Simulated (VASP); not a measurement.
Wanted: the native input for a VASP 6.6.1 run.

| Quantity | Value |
| --- | --- |
| Task | single point |
| Functional | r2SCAN |
| Potentials or basis | VASP PAW PBE potentials, release 64 (Ti_sv, O) |
| Cutoff | 520 eV |
| k mesh | 10 × 10 × 10 |
| Occupations | gaussian, width 0.01 eV |
| Spin | no spin polarisation |
| Dipole correction | no |
| Further INCAR settings | ALGO = Normal; EDIFF = 1e-06; NBANDS = 33 |

Crystal: TiO2.

```
CELL_PARAMETERS angstrom
-1.88890 1.88890 4.79172
1.88890 -1.88890 4.79172
1.88890 1.88890 -4.79172
ATOMIC_POSITIONS crystal
Ti 0.75000 0.25000 0.50000
Ti 0.00000 0.00000 0.00000
O 0.54271 0.04271 0.50000
O 0.79271 0.79271 0.00000
O 0.20729 0.20729 0.00000
O 0.95729 0.45729 0.50000
```

The input as run:

POSCAR

```
TiO2
1.0
   -1.8888988098      1.8888988098      4.7917154541
    1.8888988098     -1.8888988098      4.7917154541
    1.8888988098      1.8888988098     -4.7917154541
Ti O
2 4
Direct
    0.7500000000      0.2500000000      0.5000000000
    0.0000000000      0.0000000000      0.0000000000
    0.5427139634      0.0427139634      0.5000000000
    0.7927139634      0.7927139634      0.0000000000
    0.2072860366      0.2072860366      0.0000000000
    0.9572860366      0.4572860366      0.5000000000
```

INCAR.step1

```
SYSTEM = TiO2
PREC = Accurate ; ENCUT = 520
ISMEAR = 0 ; SIGMA = 0.01
LREAL = .False. ; LASPH = .True.
NELM = 60 ; NBANDS = 33
GGA = PE ; ALGO = Normal
EDIFF = 1E-4 ; LWAVE = .True.
LCHARG = .False.
```

INCAR.step2

```
SYSTEM = TiO2
PREC = Accurate ; ENCUT = 520
EDIFF = 1E-6 ; ISMEAR = 0
SIGMA = 0.01 ; LREAL = .False.
LASPH = .True. ; NELM = 60
ALGO = Normal ; ISIF = 2
LWAVE = .False. ; LCHARG = .True.
METAGGA = R2SCAN ; LMIXTAU = .True.
LELF = .True. ; LVHAR = .True.
NBANDS = 33 ; ISTART = 1
```

KPOINTS

```
Automatic mesh
0
Gamma
  10 10 10
  0 0 0
```

Potentials or basis: VASP PAW PBE potentials, release 64 (Ti_sv, O).

Run with:

```sh
$ cat potpaw_PBE.64/Ti_sv/POTCAR potpaw_PBE.64/O/POTCAR > POTCAR
$ cp INCAR.step1 INCAR
$ mpirun -np 1 vasp_std > vasp.out
$ cp INCAR.step2 INCAR
$ mpirun -np 1 vasp_std > vasp.out
```

It gave:

The pressure is 1.2 GPa and the largest force is 0.026 eV/Å. The band gap on the k mesh is 2.56 eV (least direct gap 2.89 eV).

Caveat: the PAW data sets were made with another functional, which shifts forces and pressure a little.

It took 49 min on 1 thread of Intel Xeon 8259CL (shared host), peak memory 0.39 GiB.
